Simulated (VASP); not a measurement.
Here is a VASP 6.6.1 calculation.

The input INCAR:

```
SYSTEM = C
  PREC = Accurate
  ENCUT = 520
  EDIFF = 1E-6
  ISMEAR = 0
  SIGMA = 0.05
  LREAL = .False.
  LASPH = .True.
  NELM = 100
  ALGO = Normal
  ISIF = 2
  LWAVE = .False.
  LCHARG = .False.
  GGA = PE
  IVDW = 12
  NBANDS = 11
```

Contents of KPOINTS:

```
regular mesh
0
Gamma
  15 15 15
  0 0 0
```

The input POSCAR:

```
C
1.0
    1.2222513345      0.7056671370      3.3330408480
   -1.2222513345      0.7056671370      3.3330408480
    0.0000000000     -1.4113342740      3.3330408480
C
2
Direct
    0.1628268272      0.1628268272      0.1628268272
    0.8371731728      0.8371731728      0.8371731728
```

Potentials or basis: VASP PAW PBE potentials, release 64 (C).

Command:

```sh
$ cat potpaw_PBE.64/C/POTCAR > POTCAR
$ mpirun -np 1 vasp_std > vasp.out
```

Task: Estimate the pressure.

Result: 7.8 GPa.

Task: Predict the dispersion energy per atom.

Result: -0.158 eV.

Task: Predict the largest force.

Result: 1.240 eV/Å.

Task: What does it give for the band gap on the k mesh?

Result: 0.81 eV, direct.

Forces in eV/Å, atoms in the order of the input:
```
C    0.000  0.000  1.240
C    0.000  0.000 -1.240
```

Caveat: forces of over 1 eV/Å act on the atoms, so gaps and moduli don't describe the material at rest. A k mesh can miss the band edges.
